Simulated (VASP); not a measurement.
# PrOs2C (P6/mmm) in VASP: notebook, part 2 of 2

VASP 6.6.1.

## Step 5: Single point, PBE

Input file INCAR:

```
PREC = Accurate ; ENCUT = 600
EDIFF = 1E-6 ; ISMEAR = 0
SIGMA = 0.1 ; LREAL = F
LASPH = T ; NELM = 200
ALGO = Normal ; ISIF = 2
LWAVE = F ; LCHARG = F
GGA = PE ; NBANDS = 24
GGA_COMPAT = F ; LMAXMIX = 6
```

Input file KPOINTS:

```
Automatic mesh
0
Gamma
  12 12 10
```

Input file POSCAR:

```
PrOs2C
1.0
    4.1554013363      0.0000000000      0.0000000000
   -2.0777006682      3.5986831201      0.0000000000
    0.0000000000      0.0000000000      4.9938256690
Pr Os C
1 2 1
Direct
    0.0000000000      0.0000000000      0.0000000000
    0.3333333333      0.6666666667      0.5000000000
    0.6666666667      0.3333333333      0.5000000000
    0.0000000000      0.0000000000      0.5000000000
```

Potentials or basis: VASP PAW PBE potentials, release 64 (Pr_3, Os, C), 4f in core.

Started as:

```console
cat potpaw_PBE.64/Pr_3/POTCAR potpaw_PBE.64/Os/POTCAR potpaw_PBE.64/C/POTCAR > POTCAR
mpirun -np 1 vasp_std > vasp.out
```

OUTCAR:

```text
PREC = Accurate
   ENCUT = 600
   EDIFF = 1E-6
   ISMEAR = 0
   LREAL = F
   LASPH = T
   NELM = 200
   ISIF = 2
   GGA = PE

 ion  position               nearest neighbor table
   1  0.000  0.000  0.000-   4 2.50   4 2.50   2 3.46   2 3.46   3 3.46   3 3.46   2 3.46   2 3.46
                             3 3.46   3 3.46   3 3.46   3 3.46   2 3.46   2 3.46
   2  0.333  0.667  0.500-   3 2.40   3 2.40   4 2.40   4 2.40   4 2.40   3 2.40   1 3.46   1 3.46
                             1 3.46   1 3.46   1 3.46   1 3.46
   3  0.667  0.333  0.500-   2 2.40   2 2.40   4 2.40   4 2.40   4 2.40   2 2.40   1 3.46   1 3.46
                             1 3.46   1 3.46   1 3.46   1 3.46
   4  0.000  0.000  0.500-   2 2.40   3 2.40   2 2.40   3 2.40   3 2.40   2 2.40   1 2.50   1 2.50

  LATTYP: Found a hexagonal cell.
 ALAT       =     4.1554013363
 C/A-ratio  =     1.2017673541

  Lattice vectors:

 A1 = (   4.1554013363,   0.0000000000,   0.0000000000)
 A2 = (  -2.0777006682,   3.5986831201,   0.0000000000)
 A3 = (   0.0000000000,   0.0000000000,   4.9938256690)

Analysis of symmetry for initial positions (statically):
=====================================================================
 Subroutine PRICEL returns:
 Original cell was already a primitive cell.

 Routine SETGRP: Setting up the symmetry group for a
 hexagonal supercell.

 Subroutine GETGRP returns: Found 24 space group operations
 (whereof 24 operations were pure point group operations)
 out of a pool of 24 trial point group operations.

The static configuration has the point symmetry D_6h.

Analysis of symmetry for dynamics (positions and initial velocities):
=====================================================================
 Subroutine PRICEL returns:
 Original cell was already a primitive cell.

 Routine SETGRP: Setting up the symmetry group for a
 hexagonal supercell.

[... 120 lines left out ...]
   NUPDOWN=      -1.0000    fix difference up-down
   EMIN   =  10.00;   EMAX   =-10.00  energy-range for DOS
   EFERMI =   0.00;   METHOD = LEGACY
   ISMEAR =     0;   SIGMA  =   0.10  broadening in eV -4-tet -1-fermi 0-gaus
   EFERMI_NEDOS =   21; number of points for ismear=-14 and -15
   IALGO  =     38    algorithm
   IMIX   =      4    mixing-type and parameters
     AMIX     =   0.40;   BMIX     =  1.00
     AMIX_MAG =   1.60;   BMIX_MAG =  1.00
  volume/ion in A,a.u.               =      18.67       125.99
  Fermi-wavevector in a.u.,A,eV,Ry     =   1.221234  2.307797 20.291885  1.491411
  Thomas-Fermi vector in A             =   2.356423
   LORBIT       =      0    0 simple, 1 ext, 2 COOP (PROOUT), +10 PAW based schemes
   GGA     = PE    functional components
   LHFCALC =     F    Hartree Fock is set to
   AEXX    =    0.0000 exact exchange contribution
   IVDW    =     0    specifies the selected vdW correction
   LEPSILON=     F    determine dielectric tensor
   LRPA    =     F    only Hartree local field effects (RPA)
 non-spin polarized calculation
 Gauss-broadening in eV      SIGMA  =   0.10
  energy-cutoff  :      600.00
  volume of cell :       74.68
 maximum number of plane-waves:      2526
 NGX is ok and might be reduce to    36
   NGX = 17   NGY = 17   NGZ = 19

 number of electron      31.0000001 magnetization

 Free energy of the ion-electron system (eV)
  ---------------------------------------------------
  ext. energy  EPLUGINS =         0.00000000
  ---------------------------------------------------
  free energy    TOTEN  =       -34.24316222 eV

  energy without entropy =      -34.22951244  energy(sigma->0) =      -34.23633733

 E-fermi :   5.6986     XC(G=0): -11.3697

 val. band max:        5.6837669410   @ k =   0.4167   0.0000   0.2000
 cond. band min:       5.6986973761   @ k =   0.1667   0.0833   0.5000
 fundamental gap:      0.0149304351
 Fermi energy:         5.6985522107

 k-point     1 :       0.0000    0.0000    0.0000
  band No.  band energies     occupation
      1     -30.4389      2.00000
      2     -12.5446      2.00000
      3     -12.3354      2.00000
      4     -12.3354      2.00000
      5      -7.0104      2.00000
      6      -0.2542      2.00000
[... 637 lines left out ...]
     23       9.7491      0.00000
     24      10.8775      0.00000

 [... further k-points ...]
[... 5 lines left out ...]
  --------------------------------------------------------------------------------------
  -------------------------------------------------------------------------------------
  Total       -0.0398424     -0.0398424      0.0746752      0.0000000     -0.0000000      0.0000000
  in kB       -0.8548035     -0.8548035      1.6021280      0.0000000     -0.0000000      0.0000000
  external PRESSURE =      -0.0358263 kB  Pullay stress =       0.0000000 kB

 VOLUME and BASIS-vectors are now :
 -----------------------------------------------------------------------------
  energy-cutoff  :      600.00
  volume of cell :       74.68
      direct lattice vectors                 reciprocal lattice vectors
     4.155401336  0.000000000  0.000000000     0.240650642  0.138939713  0.000000000
    -2.077700668  3.598683120  0.000000000     0.000000000  0.277879426  0.000000000
     0.000000000  0.000000000  4.993825669     0.000000000  0.000000000  0.200247279

 POSITION                                       TOTAL-FORCE (eV/Angst)
 -----------------------------------------------------------------------------------
      0.00000      0.00000      0.00000        -0.000000      0.000000     -0.000000
     -0.00000      2.39912      2.49691         0.000000      0.000000      0.000000
      2.07770      1.19956      2.49691        -0.000000     -0.000000     -0.000000
      0.00000      0.00000      2.49691        -0.000000      0.000000     -0.000000
 -----------------------------------------------------------------------------------
    total drift:                                0.000000     -0.000000     -0.000000

  FREE ENERGIE OF THE ION-ELECTRON SYSTEM (eV)
  ---------------------------------------------------
  free  energy   TOTEN  =       -34.2431622231 eV

  energy  without entropy=      -34.2295124396  energy(sigma->0) =      -34.23633733
```

It took 86 s on 1 thread of Intel Xeon 6975P-C (Granite Rapids), shared host; peak memory 0.41 GiB.

What came out:

| Quantity | Value |
| --- | --- |
| Free energy | -34.2432 eV |
| Pressure | 0.0 GPa |
| Band gap on the k mesh | zero (an odd number of electrons rules out a gap without spin polarisation) |

Caveat: spin-orbit coupling is left out, which moves the levels of the heavy elements; the 4f electrons are frozen in the core, so they carry no moment and show no levels. Spin polarisation is off, so any magnetic state and its effect on volume and gap are missing.

## Step 6: Single point, PBE, collinear spin

Input file INCAR:

```
  PREC = Accurate
  ENCUT = 600
  EDIFF = 1E-6
  ISMEAR = 0
  SIGMA = 0.1
  LREAL = False
  LASPH = True
  NELM = 200
  ALGO = Normal
  ISIF = 2
  LWAVE = False
  LCHARG = False
  ISPIN = 2
  MAGMOM = 0 1 1 0
  LORBIT = 11
  LMAXMIX = 6
  GGA = PE
  NBANDS = 28
  GGA_COMPAT = False
```

Input file KPOINTS:

```
regular mesh
0
Gamma
  6 6 4
```

Input file POSCAR:

```
PrOs2C
1.0
    4.1514444543      0.0000000000      0.0000000000
   -2.0757222272      3.5952563599      0.0000000000
    0.0000000000      0.0000000000      4.9937255067
Pr Os C
1 2 1
Direct
    0.0000000000      0.0000000000      0.0000000000
    0.3333333333      0.6666666667      0.5000000000
    0.6666666667      0.3333333333      0.5000000000
    0.0000000000      0.0000000000      0.5000000000
```

Potentials or basis: VASP PAW PBE potentials, release 64 (Pr_3, Os, C), 4f in core.

Started as:

```console
cat potpaw_PBE.64/Pr_3/POTCAR potpaw_PBE.64/Os/POTCAR potpaw_PBE.64/C/POTCAR > POTCAR
mpirun -np 1 vasp_std > vasp.out
```

It took 55 s on 1 thread of Intel Xeon 6975P-C (Granite Rapids), shared host; peak memory 0.31 GiB.

Results (log left out):

| Item | Value |
| --- | --- |
| Free energy | -34.3021 eV |
| Pressure | 0.1 GPa |
| Net moment | 0.00 μB per cell |
| Valence electrons inside the program's atomic spheres | Pr 8.71; Os 7.42; C 2.24 |

Stress tensor (GPa, compression positive):
```
-0.02  0.00  0.00
 0.00 -0.02  0.00
 0.00  0.00  0.35
```

Levels at points of the mesh, in eV from the Fermi level:
Spin up:
```
           k point  band 12  band 13  band 14  band 15  band 16  band 17  band 18  band 19
(0.00, 0.00, 0.00)    -3.02    -2.09    -1.38    -1.07    -1.07    -0.53     1.43     1.43
(0.50, 0.00, 0.00)    -2.74    -2.52    -1.54     0.34     0.42     0.61     0.96     1.81
(0.00, 0.00, 0.50)    -2.98    -2.98    -1.98    -1.40    -0.40    -0.40    -0.18     2.58
(0.50, 0.00, 0.50)    -2.04    -1.88    -1.46    -1.33     0.40     0.41     0.45     0.46
```
Spin down:
```tsv
k point	band 13	band 14	band 15	band 16	band 17	band 18
(0.00, 0.00, 0.00)	-2.09	-1.38	-1.07	-1.07	-0.53	1.43
(0.50, 0.00, 0.00)	-2.52	-1.54	0.34	0.42	0.61	0.96
(0.00, 0.00, 0.50)	-2.98	-1.98	-1.40	-0.40	-0.40	-0.18
(0.50, 0.00, 0.50)	-1.88	-1.46	-1.33	0.40	0.41	0.45
```

Caveat: the magnetic or orbital state may not be the lowest; the moments typed at the start vanished in this run; spin-orbit coupling is left out, which moves the levels of the heavy elements; the 4f electrons are frozen in the core, so they carry no moment and show no levels.

## Step 7: Relaxation of cell and atoms, PBE

Input file INCAR:

```
PREC = Accurate ; ENCUT = 600
EDIFF = 1E-7 ; ISMEAR = 0
SIGMA = 0.1 ; LREAL = F
LASPH = T ; NELM = 200
ALGO = Normal ; ISIF = 3
LWAVE = F ; LCHARG = F
GGA = PE ; IBRION = 2
NSW = 100 ; EDIFFG = -0.01
GGA_COMPAT = F ; NELMIN = 4
LMAXMIX = 6
```

Input file KPOINTS:

```
Automatic mesh
0
Gamma
  12 12 10
```

POSCAR is that of step 6.

Potentials or basis: VASP PAW PBE potentials, release 64 (Pr_3, Os, C), 4f in core.

Started as:

```console
cat potpaw_PBE.64/Pr_3/POTCAR potpaw_PBE.64/Os/POTCAR potpaw_PBE.64/C/POTCAR > POTCAR
mpirun -np 1 vasp_std > vasp.out
```

OUTCAR:

```text
PREC = Accurate
   ENCUT = 600
   EDIFF = 1E-7
   ISMEAR = 0
   LREAL = F
   LASPH = T
   NELM = 200
   ISIF = 3
   GGA = PE
   IBRION = 2
   NSW = 100
   EDIFFG = -0.01
   NELMIN = 4

 ion  position               nearest neighbor table
   1  0.000  0.000  0.000-   4 2.50   4 2.50   2 3.46   2 3.46   3 3.46   3 3.46   3 3.46   3 3.46
                             2 3.46   2 3.46   3 3.46   3 3.46   2 3.46   2 3.46
   2  0.333  0.667  0.500-   3 2.40   4 2.40   3 2.40   4 2.40   4 2.40   3 2.40   1 3.46   1 3.46
                             1 3.46   1 3.46   1 3.46   1 3.46
   3  0.667  0.333  0.500-   2 2.40   4 2.40   2 2.40   4 2.40   4 2.40   2 2.40   1 3.46   1 3.46
                             1 3.46   1 3.46   1 3.46   1 3.46
   4  0.000  0.000  0.500-   2 2.40   3 2.40   3 2.40   2 2.40   3 2.40   2 2.40   1 2.50   1 2.50

  LATTYP: Found a hexagonal cell.
 ALAT       =     4.1514444543
 C/A-ratio  =     1.2028886720

  Lattice vectors:

 A1 = (   4.1514444543,   0.0000000000,   0.0000000000)
 A2 = (  -2.0757222272,   3.5952563599,   0.0000000000)
 A3 = (   0.0000000000,   0.0000000000,   4.9937255067)

Analysis of symmetry for initial positions (statically):
=====================================================================
 Subroutine PRICEL returns:
 Original cell was already a primitive cell.

 Routine SETGRP: Setting up the symmetry group for a
 hexagonal supercell.

 Subroutine GETGRP returns: Found 24 space group operations
 (whereof 24 operations were pure point group operations)
 out of a pool of 24 trial point group operations.

The static configuration has the point symmetry D_6h.

Analysis of symmetry for dynamics (positions and initial velocities):
=====================================================================
 Subroutine PRICEL returns:
 Original cell was already a primitive cell.

 Routine SETGRP: Setting up the symmetry group for a
 hexagonal supercell.

[... 130 lines left out ...]
  Fermi-wavevector in a.u.,A,eV,Ry     =   1.222018  2.309278 20.317949  1.493327
  Thomas-Fermi vector in A             =   2.357179
   LORBIT       =      0    0 simple, 1 ext, 2 COOP (PROOUT), +10 PAW based schemes
   GGA     = PE    functional components
   LHFCALC =     F    Hartree Fock is set to
   AEXX    =    0.0000 exact exchange contribution
   IVDW    =     0    specifies the selected vdW correction
   LEPSILON=     F    determine dielectric tensor
   LRPA    =     F    only Hartree local field effects (RPA)
 conjugate gradient relaxation of ions
 non-spin polarized calculation
 Gauss-broadening in eV      SIGMA  =   0.10
  energy-cutoff  :      600.00
  volume of cell :       74.53
 maximum number of plane-waves:      2522
 NGX is ok and might be reduce to    36
   NGX = 17   NGY = 17   NGZ = 19

--------------------------------------- Ionic step        1  -------------------------------------------

 number of electron      31.0000001 magnetization

 Free energy of the ion-electron system (eV)
  ---------------------------------------------------
  ext. energy  EPLUGINS =         0.00000000
  ---------------------------------------------------
  free energy    TOTEN  =       -34.24296176 eV

  energy without entropy =      -34.22940197  energy(sigma->0) =      -34.23618187

------------------------ aborting loop because EDIFF is reached ----------------------------------------

  FORCE on cell =-STRESS in cart. coord.  units (eV):
  Direction    XX          YY          ZZ          XY          YZ          ZX
  --------------------------------------------------------------------------------------
  -------------------------------------------------------------------------------------
  Total        0.2160286      0.2160286      0.1152433     -0.0000000      0.0000000      0.0000000
  in kB        4.6437410      4.6437410      2.4772658     -0.0000000      0.0000000      0.0000000
  external PRESSURE =       3.9215826 kB  Pullay stress =       0.0000000 kB
[... 63 lines left out ...]
--------------------------------------- Ionic step        3  -------------------------------------------

 number of electron      31.0000001 magnetization

 Free energy of the ion-electron system (eV)
  ---------------------------------------------------
  ext. energy  EPLUGINS =         0.00000000
  ---------------------------------------------------
  free energy    TOTEN  =       -34.24315058 eV

  energy without entropy =      -34.22953012  energy(sigma->0) =      -34.23634035

 E-fermi :   5.6999     XC(G=0): -11.3694

 val. band max:        5.6849378024   @ k =   0.4167  -0.0000   0.2000
 cond. band min:       5.6999808689   @ k =   0.1667   0.0833   0.5000
 fundamental gap:      0.0150430665
 Fermi energy:         5.6998821289

 k-point     1 :       0.0000    0.0000    0.0000
  band No.  band energies     occupation
      1     -30.4405      2.00000
      2     -12.5450      2.00000
      3     -12.3366      2.00000
      4     -12.3366      2.00000
      5      -7.0120      2.00000
      6      -0.2563      2.00000
[... 505 lines left out ...]
      6      -1.7568      2.00000
[... 11 lines left out ...]
     18       7.0761      0.00000
     19       7.1571      0.00000

 [... further k-points ...]
[... 5 lines left out ...]
  --------------------------------------------------------------------------------------
  -------------------------------------------------------------------------------------
  Total       -0.0021947     -0.0021947      0.0279140      0.0000000      0.0000000      0.0000000
  in kB       -0.0470849     -0.0470849      0.5988566      0.0000000      0.0000000      0.0000000
  external PRESSURE =       0.1682289 kB  Pullay stress =       0.0000000 kB
[... 19 lines left out ...]
  FREE ENERGIE OF THE ION-ELECTRON SYSTEM (eV)
  ---------------------------------------------------
  free  energy   TOTEN  =       -34.2431505789 eV

  energy  without entropy=      -34.2295301160  energy(sigma->0) =      -34.23634035

 reached required accuracy - stopping structural energy minimisation
```

OSZICAR:

```text
N       E                     dE             d eps       ncg     rms          rms(c)
DAV:   1     0.245721737567E+03    0.24572E+03   -0.15801E+04  4332   0.169E+03
[... 33 lines left out ...]
DAV:   4    -0.342431019174E+02    0.12316E-03   -0.12160E-03  6951   0.256E-01    0.317E-02
DAV:   5    -0.342431208168E+02   -0.18899E-04   -0.40759E-05  5454   0.500E-02    0.209E-02
DAV:   6    -0.342431521764E+02   -0.31360E-04   -0.49607E-05  7165   0.358E-02    0.579E-03
DAV:   7    -0.342431513783E+02    0.79812E-06   -0.37474E-06  6265   0.122E-02    0.270E-03
DAV:   8    -0.342431504583E+02    0.92005E-06   -0.83399E-07  5827   0.617E-03    0.139E-03
DAV:   9    -0.342431506463E+02   -0.18799E-06   -0.89818E-08  2850   0.266E-03    0.353E-04
DAV:  10    -0.342431505789E+02    0.67319E-07   -0.16565E-08  2589   0.102E-03
   3 F= -.34243151E+02 E0= -.34236340E+02  d E =-.188816E-03
```

CONTCAR:

```text
PrOs2C
   1.00000000000000
     4.1546736078182560   -0.0000000000000449    0.0000000000000000
    -2.0773368039592057    3.5980528888797298    0.0000000000000000
     0.0000000000000000    0.0000000000000000    4.9957976450551120
  Pr              Os              C
     1     2     1
Direct
     0.0000000000000000    0.0000000000000000    0.0000000000000000
     0.3333333332999970    0.6666666667000030    0.5000000000000000
     0.6666666667000030    0.3333333332999970    0.5000000000000000
     0.0000000000000000    0.0000000000000000    0.5000000000000000

  0.00000000E+00  0.00000000E+00  0.00000000E+00
  0.00000000E+00  0.00000000E+00  0.00000000E+00
  0.00000000E+00  0.00000000E+00  0.00000000E+00
  0.00000000E+00  0.00000000E+00  0.00000000E+00
```

It took 3.9 min on 1 thread of Intel Xeon 6975P-C (Granite Rapids), shared host; peak memory 0.4 GiB.

Results:

```yaml
Free_energy: -34.2432 eV
Relaxed_volume: 18.67 Å³/atom
Relaxed_cell: a = 4.155 Å, b = 4.155 Å, c = 4.996 Å, α = 90.00°, β = 90.00°, γ = 120.00°
Space_group_after_relaxing_to_0.1_Å: P6/mmm (No. 191)
Energy_gained_by_relaxing: 0.0 meV/atom
Ionic_steps: 3
Pressure_after_relaxing: 0.0 GPa
Band_gap_on_the_k_mesh: zero (an odd number of electrons rules out a gap without spin polarisation)
```

Step by step:
| step | energy change (eV) | largest force (eV/Å) | pressure (GPa) | volume (Å³) |
| --- | --- | --- | --- | --- |
| 1 | 0.0000 | 0.0000 | 0.39 | 74.53 |
| 2 | 0.0008 | 0.0000 | -0.85 | 75.03 |
| 3 | -0.0002 | 0.0000 | 0.02 | 74.68 |

Final structure:
```
CELL_PARAMETERS angstrom
4.15467 0.00000 0.00000
-2.07734 3.59805 0.00000
0.00000 0.00000 4.99580
ATOMIC_POSITIONS crystal
Pr 0.00000 0.00000 0.00000
Os 0.33333 0.66667 0.50000
Os 0.66667 0.33333 0.50000
C 0.00000 0.00000 0.50000
```

Levels at points of the mesh, in eV from the Fermi level:
```
           k point  band 11  band 12  band 13  band 14  band 15  band 16  band 17  band 18  band 19
(0.00, 0.00, 0.00)    -2.90    -2.90    -2.03    -1.37    -1.00    -1.00    -0.47     1.46     1.46
(0.50, 0.00, 0.00)    -2.74    -2.68    -2.44    -1.47     0.45     0.51     0.70     0.96     1.86
(0.00, 0.00, 0.50)    -2.96    -2.86    -2.86    -1.96    -1.35    -0.31    -0.31    -0.11     2.61
(0.50, 0.00, 0.50)    -2.83    -1.97    -1.80    -1.44    -1.26     0.44     0.52     0.55     0.55
```

Caveat: spin-orbit coupling is left out, which moves the levels of the heavy elements; the 4f electrons are frozen in the core, so they carry no moment and show no levels. Spin polarisation is off, so any magnetic state and its effect on volume and gap are missing.

## Step 8: Overview

| task | spin | cell | k mesh | gap on the mesh (eV) | pressure (GPa) | relaxed volume (Å³/atom) |
| --- | --- | --- | --- | --- | --- | --- |
| single point | off | a = 4.151, b = 4.151, c = 4.994 Å, angles 90.0, 90.0, 120.0°, 4 atoms | 6 × 6 × 4 | none | 0.1 | - |
| single point | off | a = 4.024, b = 4.024, c = 6.276 Å, angles 90.0, 90.0, 120.0°, 4 atoms | 6 × 6 × 4 | none | -1.3 | - |
| relaxation of cell and atoms | off | relaxed from a = 4.024, b = 4.024, c = 6.276 Å, angles 90.0, 90.0, 120.0°, 4 atoms | 6 × 6 × 4 | none | 0.0 | 18.65 |
| single point | off | a = 4.155, b = 4.155, c = 4.994 Å, angles 90.0, 90.0, 120.0°, 4 atoms | 12 × 12 × 10 | none | 0.0 | - |
| single point | collinear | a = 4.151, b = 4.151, c = 4.994 Å, angles 90.0, 90.0, 120.0°, 4 atoms | 6 × 6 × 4 | none | 0.1 | - |
| relaxation of cell and atoms | off | relaxed from a = 4.151, b = 4.151, c = 4.994 Å, angles 90.0, 90.0, 120.0°, 4 atoms | 12 × 12 × 10 | none | 0.0 | 18.67 |

Alike in all rows: level PBE; potentials or basis VASP PAW PBE potentials, release 64 (Pr_3, Os, C), 4f in core; cutoff (eV) 600; smearing gaussian 0.1 eV.

Caveats: spin-orbit coupling is left out, which moves the levels of the heavy elements; the 4f electrons are frozen in the core, so they carry no moment and show no levels; the stress differs along the axes, from -22 to 9 GPa (at least some runs); the volume moved by over 15 % at a fixed basis, so the end points are rough (at least some runs); the magnetic or orbital state may not be the lowest (at least some runs); the moments typed at the start vanished in this run (at least some runs).

Absolute energies hang on the potentials; compare differences alone.

The gap in the log of VASP goes by the Fermi energy; the results here count the filled bands.